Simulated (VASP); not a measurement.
# Hf8C7N (a cell with a defect) in VASP: a series of runs

Runs on Hf8C7N (a cell with a defect). Level: PBE. Tasks: single point, relaxation of the atoms.

Everything below comes from runs of VASP 6.6.1. Logs are shortened: lines on timing, memory, paths and dates and some standing lists are left out, and cuts for length are marked.

## 1. The cell of the first run

The cell holds a defect, 16 atoms: a = 6.576 Å, b = 6.576 Å, c = 6.576 Å, α = 60.00°, β = 60.00°, γ = 60.00°.

## 2. Single point, PBE

INCAR

```
SYSTEM = Hf8C7N
PREC     = Accurate       ! precision mode
ENCUT    = 520            ! plane-wave cutoff, eV
EDIFF    = 1E-6           ! SCF threshold, eV
ISMEAR   = 1              ! smearing method
SIGMA    = 0.05           ! smearing width, eV
LREAL    = .False.        ! projectors in reciprocal space
LASPH    = .True.         ! aspherical terms in the spheres
NELM     = 120            ! most SCF steps
ALGO     = Normal         ! electronic algorithm
ISIF     = 2              ! what is computed and relaxed
LWAVE    = .False.        ! write WAVECAR
LCHARG   = .False.        ! write CHGCAR
GGA      = PE             ! functional
NBANDS   = 70             ! bands
GGA_COMPAT= .False.
```

KPOINTS

```
Automatic mesh
0
Gamma
  3 3 3
  0 0 0
```

POSCAR

```
Hf8C7N
1.0
    0.0000000000      4.6500000000      4.6500000000
    4.6500000000      0.0000000000      4.6500000000
    4.6500000000      4.6500000000      0.0000000000
Hf N C
8 1 7
Direct
    0.2500000000      0.2500000000      0.2500000000
    0.2508110245      0.2508110245      0.7491889755
    0.2508110245      0.7491889755      0.2508110245
    0.2508110245      0.7491889755      0.7491889755
    0.7491889755      0.2508110245      0.2508110245
    0.7491889755      0.2508110245      0.7491889755
    0.7491889755      0.7491889755      0.2508110245
    0.7500000000      0.7500000000      0.7500000000
    0.0000000000      0.0000000000      0.0000000000
    0.0000000000      0.0000000000      0.5000000000
    0.0000000000      0.5000000000      0.0000000000
    0.0000000000      0.5000000000      0.5000000000
    0.5000000000      0.0000000000      0.0000000000
    0.5000000000      0.0000000000      0.5000000000
    0.5000000000      0.5000000000      0.0000000000
    0.5000000000      0.5000000000      0.5000000000
```

Potentials or basis: VASP PAW PBE potentials, release 64 (Hf_pv, N, C).

Started as:

```console
> cat potpaw_PBE.64/Hf_pv/POTCAR potpaw_PBE.64/N/POTCAR potpaw_PBE.64/C/POTCAR > POTCAR
> mpirun -np 1 vasp_std > vasp.out
```

OUTCAR:

```text
SYSTEM = Hf8C7N
   PREC = Accurate
   ENCUT = 520
   EDIFF = 1E-6
   ISMEAR = 1
   LREAL = .False.
   LASPH = .True.
   NELM = 120
   ISIF = 2
   GGA = PE

 ion  position               nearest neighbor table
   1  0.250  0.250  0.250-  10 2.33  11 2.33  12 2.33  13 2.33  14 2.33  15 2.33   2 3.29   3 3.29
                             5 3.29   2 3.29   4 3.29   6 3.29   3 3.29   4 3.29   7 3.29   5 3.29
   2  0.251  0.251  0.749-  16 2.32  12 2.33  13 2.33  14 2.33  11 2.33   9 2.33   5 3.28   6 3.28
                             3 3.28   4 3.28   1 3.29   1 3.29   8 3.29   8 3.29   3 3.30   5 3.30
   3  0.251  0.749  0.251-  16 2.32  12 2.33  13 2.33  15 2.33  10 2.33   9 2.33   5 3.28   7 3.28
                             2 3.28   4 3.28   1 3.29   1 3.29   8 3.29   8 3.29   2 3.30   5 3.30
   4  0.251  0.749  0.749-  16 2.32  11 2.33  14 2.33  15 2.33  10 2.33   9 2.33   6 3.28   7 3.28
                             2 3.28   3 3.28   1 3.29   1 3.29   8 3.29   8 3.29   2 3.30   6 3.30
   5  0.749  0.251  0.251-  16 2.32  11 2.33  14 2.33  15 2.33  10 2.33   9 2.33   6 3.28   7 3.28
                             2 3.28   3 3.28   1 3.29   1 3.29   8 3.29   8 3.29   6 3.30   3 3.30
   6  0.749  0.251  0.749-  16 2.32  12 2.33  13 2.33  15 2.33  10 2.33   9 2.33   5 3.28   7 3.28
                             2 3.28   4 3.28   1 3.29   1 3.29   8 3.29   8 3.29   4 3.30   2 3.30
   7  0.749  0.749  0.251-  16 2.32  12 2.33  13 2.33  14 2.33  11 2.33   9 2.33   5 3.28   6 3.28
                             3 3.28   4 3.28   1 3.29   1 3.29   8 3.29   8 3.29   4 3.30   3 3.30
   8  0.750  0.750  0.750-  10 2.33  11 2.33  12 2.33  13 2.33  14 2.33  15 2.33   3 3.29   5 3.29
                             7 3.29   4 3.29   6 3.29   7 3.29   2 3.29   3 3.29   4 3.29   2 3.29
   9  0.000  0.000  0.000-   2 2.33   3 2.33   4 2.33   5 2.33   6 2.33   7 2.33
  10  0.000  0.000  0.500-   1 2.33   8 2.33   4 2.33   5 2.33   6 2.33   3 2.33
  11  0.000  0.500  0.000-   1 2.33   8 2.33   4 2.33   5 2.33   7 2.33   2 2.33
  12  0.000  0.500  0.500-   1 2.33   8 2.33   3 2.33   6 2.33   7 2.33   2 2.33
  13  0.500  0.000  0.000-   1 2.33   8 2.33   3 2.33   6 2.33   7 2.33   2 2.33
  14  0.500  0.000  0.500-   1 2.33   8 2.33   4 2.33   5 2.33   7 2.33   2 2.33
  15  0.500  0.500  0.000-   1 2.33   8 2.33   4 2.33   5 2.33   6 2.33   3 2.33
  16  0.500  0.500  0.500-   2 2.32   3 2.32   4 2.32   5 2.32   6 2.32   7 2.32

  LATTYP: Found a face centered cubic cell.
 ALAT       =     9.3000000000

  Lattice vectors:

 A1 = (   0.0000000000,   4.6500000000,   4.6500000000)
 A2 = (   4.6500000000,   0.0000000000,   4.6500000000)
 A3 = (   4.6500000000,   4.6500000000,   0.0000000000)

Analysis of symmetry for initial positions (statically):
=====================================================================
 Subroutine PRICEL returns:
 Original cell was already a primitive cell.

 Routine SETGRP: Setting up the symmetry group for a
 face centered cubic supercell.

 Subroutine GETGRP returns: Found 48 space group operations
 (whereof 48 operations were pure point group operations)
 out of a pool of 48 trial point group operations.

The static configuration has the point symmetry O_h .

Analysis of symmetry for dynamics (positions and initial velocities):
=====================================================================
 Subroutine PRICEL returns:
 Original cell was already a primitive cell.

 Routine SETGRP: Setting up the symmetry group for a
 face centered cubic supercell.

 Subroutine GETGRP returns: Found 48 space group operations
 (whereof 48 operations were pure point group operations)
 out of a pool of 48 trial point group operations.

The dynamic configuration has the point symmetry O_h .

 Subroutine INISYM returns: Found 48 space group operations
 (whereof 48 operations are pure point group operations),
 and found     1 'primitive' translations

----------------------------------------------------------------------------------------

                                     Primitive cell

  volume of cell :     201.0893

  direct lattice vectors                    reciprocal lattice vectors
     0.000000000  4.650000000  4.650000000    -0.107526882  0.107526882  0.107526882
     4.650000000  0.000000000  4.650000000     0.107526882 -0.107526882  0.107526882
     4.650000000  4.650000000  0.000000000     0.107526882  0.107526882 -0.107526882

  length of vectors
     6.576093065  6.576093065  6.576093065     0.186242022  0.186242022  0.186242022

  position of ions in fractional coordinates (direct lattice)
     0.250000000  0.250000000  0.250000000
     0.250811025  0.250811025  0.749188975
     0.250811025  0.749188975  0.250811025
     0.250811025  0.749188975  0.749188975
     0.749188975  0.250811025  0.250811025
     0.749188975  0.250811025  0.749188975
[... 8 lines left out ...]
     0.500000000  0.500000000  0.000000000
     0.500000000  0.500000000  0.500000000

  ion indices of the primitive-cell ions
   primitive index   ion index
                 1           1
                 2           2
                 3           3
                 4           4
                 5           5
                 6           6
[... 8 lines left out ...]
                15          15
                16          16

----------------------------------------------------------------------------------------

 KPOINTS: Automatic mesh

Automatic generation of k-mesh.
 Grid dimensions read from file:
 generate k-points for:    3    3    3

 Generating k-lattice:

  Cartesian coordinates                     Fractional coordinates (reciprocal lattice)
    -0.035842294  0.035842294  0.035842294     0.333333333  0.000000000  0.000000000
     0.035842294 -0.035842294  0.035842294     0.000000000  0.333333333  0.000000000
     0.035842294  0.035842294 -0.035842294     0.000000000  0.000000000  0.333333333

  Length of vectors
     0.062080674  0.062080674  0.062080674

  Shift w.r.t. Gamma in fractional coordinates (k-lattice)
     0.000000000  0.000000000  0.000000000

 Subroutine IBZKPT returns following result:
 ===========================================

 Found      4 irreducible k-points:

 Following reciprocal coordinates:
            Coordinates               Weight
  0.000000  0.000000  0.000000      1.000000
  0.333333  0.000000  0.000000      8.000000
  0.333333  0.333333  0.000000      6.000000
 -0.333333  0.333333  0.000000     12.000000
   k-points           NKPTS =      4   k-points in BZ     NKDIM =      4   number of bands    NBANDS=     70
   number of dos      NEDOS =    301   number of ions     NIONS =     16
   total plane-waves  NPLWV = 125000
   dimension x,y,z NGX =    50 NGY =   50 NGZ =   50
   dimension x,y,z NGXF=   100 NGYF=  100 NGZF=  100
   ions per type =               8   1   7
   NGX,Y,Z   is equivalent  to a cutoff of  12.64, 12.64, 12.64 a.u.
   NGXF,Y,Z  is equivalent  to a cutoff of  25.28, 25.28, 25.28 a.u.
 SYSTEM =  Hf8C7N
   PREC   = accura    normal or accurate (medium, high low for compatibility)
   ISTART =      0    job   : 0-new  1-cont  2-samecut
   ICHARG =      2    charge: 1-file 2-atom 10-const
   ISPIN  =      1    spin polarized calculation?
   LNONCOLLINEAR =      F non collinear calculations
   LSORBIT =      F    spin-orbit coupling
   LASPH  =      T    aspherical Exc in radial PAW
   ENCUT  =  520.0 eV  38.22 Ry    6.18 a.u.  12.23 12.23 12.23*2*pi/ulx,y,z
   NELM   =    120;   NELMIN=  2; NELMDL= -5     # of ELM steps
   EDIFF  = 0.1E-05   stopping-criterion for ELM
   LREAL  =      F    real-space projection
   EDIFFG = 0.1E-04   stopping-criterion for IOM
   NSW    =      0    number of steps for IOM
   IBRION =     -1    ionic relax: 0-MD 1-quasi-New 2-CG
   NFREE  =      0    steps in history (QN), initial steepest desc. (CG)
   ISIF   =      2    stress and relaxation
   ISYM   =      2    0-nonsym 1-usesym 2-fastsym
   POTIM  = 0.5000    time-step for ionic-motion
   TEBEG  =    0.0;   TEEND  =   0.0 temperature during run
   PSTRESS=    0.0 pullay stress
   NELECT =     113.0000    total number of electrons
   NUPDOWN=      -1.0000    fix difference up-down
   EMIN   =  10.00;   EMAX   =-10.00  energy-range for DOS
   EFERMI =   0.00;   METHOD = LEGACY
   ISMEAR =     1;   SIGMA  =   0.05  broadening in eV -4-tet -1-fermi 0-gaus
   EFERMI_NEDOS =   21; number of points for ismear=-14 and -15
   IALGO  =     38    algorithm
   IMIX   =      4    mixing-type and parameters
     AMIX     =   0.40;   BMIX     =  1.00
     AMIX_MAG =   1.60;   BMIX_MAG =  1.00
  volume/ion in A,a.u.               =      12.57        84.81
  Fermi-wavevector in a.u.,A,eV,Ry     =   1.350946  2.552918 24.831386  1.825055
  Thomas-Fermi vector in A             =   2.478409
   LORBIT       =      0    0 simple, 1 ext, 2 COOP (PROOUT), +10 PAW based schemes
   GGA     = PE    functional components
   LHFCALC =     F    Hartree Fock is set to
   AEXX    =    0.0000 exact exchange contribution
   IVDW    =     0    specifies the selected vdW correction
   LEPSILON=     F    determine dielectric tensor
   LRPA    =     F    only Hartree local field effects (RPA)
 non-spin polarized calculation
 Methfessel and Paxton  Order N= 1 SIGMA  =   0.05
  energy-cutoff  :      520.00
  volume of cell :      201.09
 maximum number of plane-waves:      5521
 NGX is ok and might be reduce to    50
   NGX = 25   NGY = 25   NGZ = 25

 number of electron     112.9999995 magnetization

 Free energy of the ion-electron system (eV)
  ---------------------------------------------------
  ext. energy  EPLUGINS =         0.00000000
  ---------------------------------------------------
  free energy    TOTEN  =      -169.53085023 eV

  energy without entropy =     -169.52992262  energy(sigma->0) =     -169.53054103

 E-fermi :   6.3349     XC(G=0): -12.2820

 val. band max:        6.2613007558   @ k =   0.3333   0.3333   0.0000
 cond. band min:       6.3567551023   @ k =   0.3333   0.0000   0.0000
 fundamental gap:      0.0954543465
 Fermi energy:         6.3348534573

 k-point     1 :       0.0000    0.0000    0.0000
  band No.  band energies     occupation
      1     -24.4788      2.00000
      2     -24.3170      2.00000
      3     -24.3170      2.00000
      4     -24.3170      2.00000
      5     -24.2888      2.00000
      6     -24.2888      2.00000
[... 273 lines left out ...]
     67       9.7066      0.00000
     68      10.3460      0.00000
 [bands above 68 left out]

------------------------ aborting loop because EDIFF is reached ----------------------------------------

  FORCE on cell =-STRESS in cart. coord.  units (eV):
  Direction    XX          YY          ZZ          XY          YZ          ZX
  --------------------------------------------------------------------------------------
  -------------------------------------------------------------------------------------
  Total       -3.1471267     -3.1471267     -3.1471267     -0.0000000     -0.0000000      0.0000000
  in kB      -25.0747121    -25.0747121    -25.0747121     -0.0000000     -0.0000000      0.0000000
  external PRESSURE =     -25.0747121 kB  Pullay stress =       0.0000000 kB

 VOLUME and BASIS-vectors are now :
 -----------------------------------------------------------------------------
  energy-cutoff  :      520.00
  volume of cell :      201.09
      direct lattice vectors                 reciprocal lattice vectors
     0.000000000  4.650000000  4.650000000    -0.107526882  0.107526882  0.107526882
     4.650000000  0.000000000  4.650000000     0.107526882 -0.107526882  0.107526882
     4.650000000  4.650000000  0.000000000     0.107526882  0.107526882 -0.107526882

 POSITION                                       TOTAL-FORCE (eV/Angst)
 -----------------------------------------------------------------------------------
      2.32500      2.32500      2.32500         0.000000      0.000000     -0.000000
      4.65000      4.65000      2.33254         0.000000      0.000000     -0.007114
      4.65000      2.33254      4.65000         0.000000     -0.007114     -0.000000
      6.96746      4.65000      4.65000         0.007114      0.000000     -0.000000
      2.33254      4.65000      4.65000        -0.007114      0.000000     -0.000000
      4.65000      6.96746      4.65000         0.000000      0.007114     -0.000000
[... 8 lines left out ...]
      2.32500      2.32500      4.65000        -0.000000      0.000000     -0.000000
      4.65000      4.65000      4.65000         0.000000      0.000000     -0.000000
 -----------------------------------------------------------------------------------
    total drift:                               -0.000000     -0.000000      0.000000

  FREE ENERGIE OF THE ION-ELECTRON SYSTEM (eV)
  ---------------------------------------------------
  free  energy   TOTEN  =      -169.5308502323 eV

  energy  without entropy=     -169.5299226158  energy(sigma->0) =     -169.53054103
```

Wall time 92 s (1 thread of Intel Xeon Platinum 8259CL at 2.50GHz (Skylake/Cascade Lake), shared host); peak memory 0.36 GiB.

What came out:

| Property | Result |
| --- | --- |
| Free energy | -169.5309 eV |
| Pressure | -2.5 GPa |
| Largest force | 0.007 eV/Å |
| Band gap on the k mesh | zero (an odd number of electrons rules out a gap without spin polarisation) |

Forces in eV/Å, atoms in the order of the input:
```
Hf   0.000  0.000  0.000
Hf   0.000  0.000 -0.007
Hf   0.000 -0.007  0.000
Hf   0.007  0.000  0.000
Hf  -0.007  0.000  0.000
Hf   0.000  0.007  0.000
Hf   0.000  0.000  0.007
Hf   0.000  0.000  0.000
N    0.000  0.000  0.000
C    0.000  0.000  0.000
C    0.000  0.000  0.000
C    0.000  0.000  0.000
C    0.000  0.000  0.000
C    0.000  0.000  0.000
C    0.000  0.000  0.000
C    0.000  0.000  0.000
```

Levels at points of the mesh, in eV from the Fermi level:
```tsv
k point	band 52	band 53	band 54	band 55	band 56	band 57	band 58	band 59	band 60	band 61
(0.00, 0.00, 0.00)	-0.99	-0.99	-0.42	-0.42	-0.42	0.49	0.49	0.49	1.00	1.00
```

Caveat: the k points lie up to 0.39 Å⁻¹ apart, too coarse for converged energies and pressures of a metal; spin-orbit coupling is left out, which moves the levels of the heavy elements.

## 3. Relaxation of the atoms, PBE

INCAR

```
SYSTEM = Hf8C7N
PREC = Accurate
ENCUT = 520
EDIFF = 1E-7
ISMEAR = 1
SIGMA = 0.05
LREAL = .False.
LASPH = .True.
NELM = 120
ALGO = Normal
ISIF = 2
LWAVE = .False.
LCHARG = .False.
GGA = PE
IBRION = 2
NSW = 45
EDIFFG = -0.05
GGA_COMPAT = .False.
NELMIN = 4
```

KPOINTS

```
regular mesh
0
Gamma
  3 3 3
  0 0 0
```

Changes to POSCAR since step 2:

```diff
@@ -9,8 +9,8 @@
     0.2500000000      0.2500000000      0.2500000000
-    0.2508110245      0.2508110245      0.7491889755
-    0.2508110245      0.7491889755      0.2508110245
-    0.2508110245      0.7491889755      0.7491889755
-    0.7491889755      0.2508110245      0.2508110245
-    0.7491889755      0.2508110245      0.7491889755
-    0.7491889755      0.7491889755      0.2508110245
+    0.2500000000      0.2500000000      0.7500000000
+    0.2500000000      0.7500000000      0.2500000000
+    0.2500000000      0.7500000000      0.7500000000
+    0.7500000000      0.2500000000      0.2500000000
+    0.7500000000      0.2500000000      0.7500000000
+    0.7500000000      0.7500000000      0.2500000000
     0.7500000000      0.7500000000      0.7500000000
```

Potentials or basis: VASP PAW PBE potentials, release 64 (Hf_pv, N, C).

Started as:

```console
> cat potpaw_PBE.64/Hf_pv/POTCAR potpaw_PBE.64/N/POTCAR potpaw_PBE.64/C/POTCAR > POTCAR
> mpirun -np 1 vasp_std > vasp.out
```

It took 3.5 min on 1 thread of Intel Xeon Platinum 8259CL at 2.50GHz (Skylake/Cascade Lake), shared host; peak memory 0.38 GiB.

It converged, with:

```yaml
Free_energy: -169.5309 eV
Energy_gained_by_relaxing: 0.4 meV/atom
Ionic_steps: 3
Pressure_after_relaxing: -2.5 GPa
Band_gap_on_the_k_mesh: zero (an odd number of electrons rules out a gap without spin polarisation)
```

The path:
```tsv
step	energy change (eV)	largest force (eV/Å)	pressure (GPa)
1	0.0000	0.2761	-2.56
2	-0.0021	0.2247	-2.46
3	-0.0061	0.0005	-2.51
```

Final structure:
```
Hf N C
1.0
     0.00000    4.65000    4.65000
     4.65000    0.00000    4.65000
     4.65000    4.65000    0.00000
Hf N C
8 1 7
Direct
  0.25000 0.25000 0.25000
  0.25079 0.25079 0.74921
  0.25079 0.74921 0.25079
  0.25079 0.74921 0.74921
  0.74921 0.25079 0.25079
  0.74921 0.25079 0.74921
  0.74921 0.74921 0.25079
  0.75000 0.75000 0.75000
  0.00000 0.00000 0.00000
  0.00000 0.00000 0.50000
  0.00000 0.50000 0.00000
  0.00000 0.50000 0.50000
  0.50000 0.00000 0.00000
  0.50000 0.00000 0.50000
  0.50000 0.50000 0.00000
  0.50000 0.50000 0.50000
```

Levels at points of the mesh, in eV from the Fermi level:
| k point | band 52 | band 53 | band 54 | band 55 | band 56 | band 57 | band 58 | band 59 | band 60 | band 61 |
| --- | --- | --- | --- | --- | --- | --- | --- | --- | --- | --- |
| (0.00, 0.00, 0.00) | -0.98 | -0.98 | -0.42 | -0.42 | -0.42 | 0.49 | 0.49 | 0.49 | 1.00 | 1.00 |

Caveat: the k points lie up to 0.39 Å⁻¹ apart, too coarse for converged energies and pressures of a metal; spin-orbit coupling is left out, which moves the levels of the heavy elements.
